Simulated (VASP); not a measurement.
AlN, 2 atoms in the cell. It takes space group Fm-3m (No. 225, cubic). The conventional cell has a = 3.938 Å, b = 3.938 Å, c = 3.938 Å, α = 90.00°, β = 90.00°, γ = 90.00°. Within 2.6 Å of Al (site symmetry m-3m) lie 6 N at 1.97 Å. N (site symmetry m-3m) has 6 Al at 1.97 Å within 2.6 Å. 

| Quantity | Value |
| --- | --- |
| Program | VASP 6.6.1 |
| Task | single point |
| Functional | RPBE |
| Potentials or basis | VASP PAW PBE potentials, release 64 (Al, N) |
| Cutoff | 600 eV |
| k mesh | 8 × 8 × 8 |
| Occupations | gaussian, width 0.01 eV |
| Spin | no spin polarisation |
| Dipole correction | no |
| Further INCAR settings | ALGO = Normal; EDIFF = 1e-06; NBANDS = 11 |

Potentials or basis: VASP PAW PBE potentials, release 64 (Al, N).

Run with:

```bash
$ cat potpaw_PBE.64/Al/POTCAR potpaw_PBE.64/N/POTCAR > POTCAR
$ mpirun -np 1 vasp_std > vasp.out
```

Hardware: 1 thread of Intel(R) Xeon(R) 6975P-C (Granite Rapids) (shared host).

Task: How long does it take, and how much memory?

Result: Wall time 2.9 s on 1 thread of Intel(R) Xeon(R) 6975P-C (Granite Rapids) (shared host), peak memory 0.13 GiB. Counts: scf iterations 12, k points 29.
